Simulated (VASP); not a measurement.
Hg:

```
CELL_PARAMETERS angstrom
1.74632 1.00824 2.14788
-1.74632 1.00824 2.14788
0.00000 -2.01648 2.14788
ATOMIC_POSITIONS crystal
Hg 0.00000 0.00000 0.00000
```

Base run:

- Program: VASP 6.6.1
- Functional: LDA
- Potentials or basis: VASP PAW LDA potentials, release 64 (Hg)
- Cutoff: 520 eV
- k mesh: 11 × 11 × 11
- Occupations: fermi-dirac, width 1 eV
- Spin: no spin polarisation

Its results: band gap on the k mesh zero (bands 6 and 7 overlap by 2.75 eV); pressure 2.4 GPa.

Problem. The run is repeated on the same cell with these changes: occupations from fermi-dirac, width 1 eV to gaussian, width 0.03 eV. What comes out?

Solution. Band gap on the k mesh zero (bands 6 and 7 overlap by 2.76 eV); pressure 0.9 GPa.

Caveats: spin-orbit coupling is left out, which moves the levels of the heavy elements; so wide a smearing shifts energies and pressures (at least some runs).
